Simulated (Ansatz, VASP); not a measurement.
**Si7Ge: VASP beside Ansatz**

```
Si Ge
1.0
     5.42492    0.00000    0.00000
     0.00000    5.42492    0.00000
     0.00000    0.00000    5.42492
Si Ge
7 1
Direct
  0.25241 0.25241 0.25241
  0.00000 0.50000 0.50000
  0.50000 0.50000 0.00000
  0.50000 0.00000 0.50000
  0.74759 0.25241 0.74759
  0.74759 0.74759 0.25241
  0.25241 0.74759 0.74759
  0.00000 0.00000 0.00000
```

Alike in both runs: functional LDA; k mesh 8 × 8 × 8; no spin polarisation.

Ansatz relaxed the structure, and its values are those at the end. VASP's run is a single point on that final structure, the one shown.

|  | VASP | Ansatz |
| --- | --- | --- |
| version | VASP 6.6.1 | Ansatz 0.2.0 |
| potentials or method | VASP PAW LDA potentials, release 64 (Si, Ge_d), cutoff 520 eV | scalar-relativistic, plane waves, PAW |
| occupations | gaussian, width 0.01 eV | fixed |
| valence electrons in the cell | 42 | 42 |

```tsv
	VASP	Ansatz	Ansatz less VASP
gap on the k mesh at the Fermi level (eV)	0.26	0.26	-0.001
least direct gap on the mesh (eV)	0.26	0.26	-0.001
pressure (GPa)	0.1	0.0	-0.06
```

LDA's correlation is that of Perdew and Zunger in VASP and of Perdew and Wang (1992) in Ansatz.
